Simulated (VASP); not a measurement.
# Si in VASP: density of states with PBE

Aim: the density of states of Si with PBE.

All numbers are computed with VASP 6.6.1; they aren't measurements. Logs are shortened: lines on timing, memory, paths and dates and some standing lists are left out, and cuts for length are marked.

### Step 1. The cell of the first run

The cell holds a slab with vacuum, 4 atoms: a = 3.869 Å, b = 3.869 Å, c = 20.103 Å, α = 90.00°, β = 90.00°, γ = 90.00°.

### Step 2. Density of states, PBE

Contents of POSCAR:

```
Si
1.0
    3.8685410222      0.0000000000      0.0000000000
    0.0000000000      3.8685410222      0.0000000000
    0.0000000000      0.0000000000     20.1032000000
Si
4
Direct
    0.0000000000      0.2500000000      0.3979464119
    0.5000000000      0.2500000000      0.4659821373
    0.5000000000      0.7500000000      0.5340178627
    0.0000000000      0.7500000000      0.6020535881
```

Contents of INCAR.step1:

```
SYSTEM = Si
ALGO = Normal
DIPOL = 0.5 0.5 0.500
EDIFF = 1E-6
ENCUT = 520
GGA = PE
IDIPOL = 3
ISIF = 2
ISMEAR = -1
LASPH = .True.
LCHARG = .True.
LDIPOL = .True.
LREAL = .False.
LWAVE = .False.
NBANDS = 16
NELM = 100
PREC = Accurate
SIGMA = 0.02
```

Contents of KPOINTS.step1:

```
k-points
0
Gamma
  7 7 1
  0 0 0
```

Contents of INCAR.step2:

```
SYSTEM = Si
ALGO = Normal
DIPOL = 0.5 0.5 0.500
EDIFF = 1E-6
ENCUT = 520
GGA = PE
ICHARG = 11
IDIPOL = 3
ISIF = 2
ISMEAR = -5
LASPH = .True.
LCHARG = .False.
LDIPOL = .True.
LORBIT = 11
LREAL = .False.
LWAVE = .False.
NEDOS = 1001
NELM = 100
PREC = Accurate
SIGMA = 0.02
```

Contents of KPOINTS.step2:

```
k-points
0
Gamma
  11 11 1
  0 0 0
```

Potentials or basis: VASP PAW PBE potentials, release 64 (Si).

Started as:

```sh
cat potpaw_PBE.64/Si/POTCAR > POTCAR
cp INCAR.step1 INCAR
cp KPOINTS.step1 KPOINTS
mpirun -np 1 vasp_std > vasp.out
cp INCAR.step2 INCAR
cp KPOINTS.step2 KPOINTS
mpirun -np 1 vasp_std > vasp.out
```

OUTCAR:

```text
SYSTEM = Si
   EDIFF = 1E-6
   ENCUT = 520
   GGA = PE
   ICHARG = 11
   ISIF = 2
   ISMEAR = -5
   LASPH = .True.
   LORBIT = 11
   LREAL = .False.
   NELM = 100
   PREC = Accurate

 ion  position               nearest neighbor table
   1  0.000  0.250  0.398-   2 2.37   2 2.37
   2  0.500  0.250  0.466-   3 2.37   3 2.37   1 2.37   1 2.37
   3  0.500  0.750  0.534-   2 2.37   2 2.37   4 2.37   4 2.37
   4  0.000  0.750  0.602-   3 2.37   3 2.37

  LATTYP: Found a simple tetragonal cell.
 ALAT       =     3.8685410222
 C/A-ratio  =     5.1965844189

  Lattice vectors:

 A1 = (   3.8685410222,   0.0000000000,   0.0000000000)
 A2 = (   0.0000000000,   3.8685410222,   0.0000000000)
 A3 = (   0.0000000000,   0.0000000000,  20.1032000000)

Analysis of symmetry for initial positions (statically):
=====================================================================
 Subroutine PRICEL returns:
 Original cell was already a primitive cell.

 Routine SETGRP: Setting up the symmetry group for a
 simple tetragonal supercell.

 Subroutine GETGRP returns: Found  8 space group operations
 (whereof  4 operations were pure point group operations)
 out of a pool of 16 trial point group operations.

The static configuration has the point symmetry C_2h.
 The point group associated with its full space group is D_2h.

Analysis of symmetry for dynamics (positions and initial velocities):
=====================================================================
 Subroutine PRICEL returns:
 Original cell was already a primitive cell.

 Routine SETGRP: Setting up the symmetry group for a
 simple tetragonal supercell.

 Subroutine GETGRP returns: Found  8 space group operations
 (whereof  4 operations were pure point group operations)
 out of a pool of 16 trial point group operations.

The dynamic configuration has the point symmetry C_2h.
 The point group associated with its full space group is D_2h.

 Subroutine INISYM returns: Found  8 space group operations
 (whereof  4 operations are pure point group operations),
 and found     1 'primitive' translations

----------------------------------------------------------------------------------------

                                     Primitive cell

  volume of cell :     300.8566

  direct lattice vectors                    reciprocal lattice vectors
     3.868541022  0.000000000  0.000000000     0.258495385  0.000000000  0.000000000
     0.000000000  3.868541022  0.000000000     0.000000000  0.258495385  0.000000000
     0.000000000  0.000000000 20.103200000     0.000000000  0.000000000  0.049743324

  length of vectors
     3.868541022  3.868541022 20.103200000     0.258495385  0.258495385  0.049743324

  position of ions in fractional coordinates (direct lattice)
     0.000000000  0.250000000  0.397946412
     0.500000000  0.250000000  0.465982137
     0.500000000  0.750000000  0.534017863
     0.000000000  0.750000000  0.602053588

  ion indices of the primitive-cell ions
   primitive index   ion index
                 1           1
                 2           2
                 3           3
                 4           4

----------------------------------------------------------------------------------------

 KPOINTS: k-points

Automatic generation of k-mesh.
 Grid dimensions read from file:
 generate k-points for:   11   11    1

 Generating k-lattice:

  Cartesian coordinates                     Fractional coordinates (reciprocal lattice)
     0.023499580  0.000000000  0.000000000     0.090909091  0.000000000  0.000000000
     0.000000000  0.023499580  0.000000000     0.000000000  0.090909091  0.000000000
     0.000000000  0.000000000  0.049743324     0.000000000  0.000000000  1.000000000

  Length of vectors
     0.023499580  0.023499580  0.049743324

  Shift w.r.t. Gamma in fractional coordinates (k-lattice)
     0.000000000  0.000000000  0.000000000

 TETIRR: Found    331 inequivalent tetrahedra from      726

 Subroutine IBZKPT returns following result:
 ===========================================

 Found     36 irreducible k-points:

 Following reciprocal coordinates:
            Coordinates               Weight
  0.000000  0.000000  0.000000      1.000000
  0.090909  0.000000  0.000000      2.000000
  0.000000  0.090909  0.000000      2.000000
  0.181818  0.000000  0.000000      2.000000
  0.000000  0.181818  0.000000      2.000000
  0.272727  0.000000  0.000000      2.000000
[... 16 lines left out ...]
 -0.181818  0.272727  0.000000      4.000000
  0.363636  0.181818  0.000000      4.000000
 [... further k-points ...]
   k-points           NKPTS =     36   k-points in BZ     NKDIM =     36   number of bands    NBANDS=     12
   number of dos      NEDOS =   1001   number of ions     NIONS =      4
   total plane-waves  NPLWV = 135000
   dimension x,y,z NGX =    30 NGY =   30 NGZ =  150
   dimension x,y,z NGXF=    60 NGYF=   60 NGZF=  300
   ions per type =               4
   NGX,Y,Z   is equivalent  to a cutoff of  12.89, 12.89, 12.40 a.u.
   NGXF,Y,Z  is equivalent  to a cutoff of  25.78, 25.78, 24.81 a.u.
 SYSTEM =  Si
   PREC   = accura    normal or accurate (medium, high low for compatibility)
   ISTART =      0    job   : 0-new  1-cont  2-samecut
   ICHARG =     11    charge: 1-file 2-atom 10-const
   ISPIN  =      1    spin polarized calculation?
   LNONCOLLINEAR =      F non collinear calculations
   LSORBIT =      F    spin-orbit coupling
   LASPH  =      T    aspherical Exc in radial PAW
   ENCUT  =  520.0 eV  38.22 Ry    6.18 a.u.   7.19  7.19 37.38*2*pi/ulx,y,z
   NELM   =    100;   NELMIN=  2; NELMDL=  0     # of ELM steps
   EDIFF  = 0.1E-05   stopping-criterion for ELM
   LREAL  =      F    real-space projection
   EDIFFG = 0.1E-04   stopping-criterion for IOM
   NSW    =      0    number of steps for IOM
   IBRION =     -1    ionic relax: 0-MD 1-quasi-New 2-CG
   NFREE  =      0    steps in history (QN), initial steepest desc. (CG)
   ISIF   =      2    stress and relaxation
   ISYM   =      2    0-nonsym 1-usesym 2-fastsym
   POTIM  = 0.5000    time-step for ionic-motion
   TEBEG  =    0.0;   TEEND  =   0.0 temperature during run
   PSTRESS=    0.0 pullay stress
   NELECT =      16.0000    total number of electrons
   NUPDOWN=      -1.0000    fix difference up-down
   EMIN   =  10.00;   EMAX   =-10.00  energy-range for DOS
   EFERMI =   0.00;   METHOD = LEGACY
   ISMEAR =    -5;   SIGMA  =   0.02  broadening in eV -4-tet -1-fermi 0-gaus
   EFERMI_NEDOS =   21; number of points for ismear=-14 and -15
   IALGO  =     38    algorithm
   IMIX   =      4    mixing-type and parameters
     AMIX     =   0.40;   BMIX     =  1.00
     AMIX_MAG =   1.60;   BMIX_MAG =  1.00
  volume/ion in A,a.u.               =      75.21       507.57
  Fermi-wavevector in a.u.,A,eV,Ry     =   0.615642  1.163395  5.156814  0.379015
  Thomas-Fermi vector in A             =   1.673085
   LORBIT       =     11    0 simple, 1 ext, 2 COOP (PROOUT), +10 PAW based schemes
   GGA     = PE    functional components
   LHFCALC =     F    Hartree Fock is set to
   AEXX    =    0.0000 exact exchange contribution
   IVDW    =     0    specifies the selected vdW correction
   LEPSILON=     F    determine dielectric tensor
   LRPA    =     F    only Hartree local field effects (RPA)
 non-spin polarized calculation
 Fermi weights with tetrahedron method with Bloechl corrections
  energy-cutoff  :      520.00
  volume of cell :      300.86
 maximum number of plane-waves:      8134
 NGX is ok and might be reduce to    30

 number of electron      15.9999999 magnetization

 dipolmoment           0.000000      0.000000     -0.000000 electrons x Angstroem

 Free energy of the ion-electron system (eV)
  ---------------------------------------------------
  ext. energy  EPLUGINS =         0.00000000
  ---------------------------------------------------
  free energy    TOTEN  =       -18.01866170 eV

  energy without entropy =      -18.01866170  energy(sigma->0) =      -18.01866170

 E-fermi :  -2.3389     XC(G=0):  -3.4724

 val. band max:       -2.3626350803   @ k =   0.4545   0.0000   0.0000
 cond. band min:      -2.3613093612   @ k =  -0.2727   0.4545   0.0000
 fundamental gap:      0.0013257191
 Fermi energy:        -2.3388528768

 k-point     1 :       0.0000    0.0000    0.0000
  band No.  band energies     occupation
      1     -13.1310      2.00000
      2     -10.9171      2.00000
      3      -7.7311      2.00000
      4      -4.2450      2.00000
      5      -4.1377      2.00000
      6      -3.9457      2.00000
      7      -2.8145      2.00000
      8      -1.9310      0.00000
      9      -0.9699      0.00000
     10      -0.6227      0.00000
     11      -0.3381      0.00000
     12       0.6209      0.00000

 k-point     2 :       0.0909    0.0000    0.0000
  band No.  band energies     occupation
      1     -13.0636      2.00000
      2     -10.8420      2.00000
      3      -7.7932      2.00000
      4      -4.6253      2.00000
      5      -4.1941      2.00000
      6      -4.0911      2.00000
      7      -3.0620      2.00000
      8      -1.8381      0.00000
      9      -0.9049      0.00000
     10      -0.4684      0.00000
     11       0.0963      0.00000
     12       0.8663      0.00000
[... 316 lines left out ...]
 k-point    24 :       0.3636    0.1818    0.0000
  band No.  band energies     occupation
      1     -11.8866      2.00000
      2      -9.6807      2.00000
      3      -9.0610      2.00000
      4      -7.1514      2.00000
      5      -5.0238      2.00000
      6      -4.8386      2.00000
      7      -3.2176      2.00000
      8      -2.5151      2.00000
      9      -1.2107      0.00000
     10      -1.0289      0.00000
     11       1.5667      0.00000
     12       1.7478      0.00000

 [... further k-points ...]

------------------------ aborting loop because EDIFF is reached ----------------------------------------

 vacuum level on the upper side and lower side of the slab       (xc-potential included)        -0.085        -0.085

  FORCE on cell =-STRESS in cart. coord.  units (eV):
  Direction    XX          YY          ZZ          XY          YZ          ZX
  --------------------------------------------------------------------------------------
  -------------------------------------------------------------------------------------
  Total       -2.0651904     -2.0529341     -0.2181941      0.0000000     -0.0000000      0.0000000
  in kB      -10.9979332    -10.9326637     -1.1619674      0.0000000     -0.0000000      0.0000000
  external PRESSURE =      -7.6975215 kB  Pullay stress =       0.0000000 kB

 VOLUME and BASIS-vectors are now :
 -----------------------------------------------------------------------------
  energy-cutoff  :      520.00
  volume of cell :      300.86
      direct lattice vectors                 reciprocal lattice vectors
     3.868541022  0.000000000  0.000000000     0.258495385  0.000000000  0.000000000
     0.000000000  3.868541022  0.000000000     0.000000000  0.258495385  0.000000000
     0.000000000  0.000000000 20.103200000     0.000000000  0.000000000  0.049743324

 POSITION                                       TOTAL-FORCE (eV/Angst)
 -----------------------------------------------------------------------------------
      0.00000      0.96714      8.00000         0.000000      0.000000      0.172847
      1.93427      0.96714      9.36773        -0.000000      0.000000     -0.361045
      1.93427      2.90141     10.73547         0.000000     -0.000000      0.361045
      0.00000      2.90141     12.10320         0.000000      0.000000     -0.172847
 -----------------------------------------------------------------------------------
    total drift:                                0.000000      0.000000     -0.000000

  FREE ENERGIE OF THE ION-ELECTRON SYSTEM (eV)
  ---------------------------------------------------
  free  energy   TOTEN  =       -18.0186617017 eV

  energy  without entropy=      -18.0186617017  energy(sigma->0) =      -18.01866170

 vacuum level on the upper side and lower side of the slab         2.867         2.867

 total charge

# of ion       s       p       d       tot
------------------------------------------
    1        0.865   0.708   0.000   1.573
    2        0.776   0.892   0.000   1.668
    3        0.776   0.892   0.000   1.668
    4        0.865   0.708   0.000   1.573
--------------------------------------------------
tot          3.282   3.200   0.000   6.482
```

Run time: 3.2 min. Hardware: 1 thread of Intel Xeon Platinum 8259CL at 2.50GHz (Skylake/Cascade Lake), shared host; peak memory 0.37 GiB.

What came out:

- Valence electrons inside the program's atomic spheres: Si 1.57, 1.67

Caveat: tetrahedron occupations give inexact forces and stress in metals.
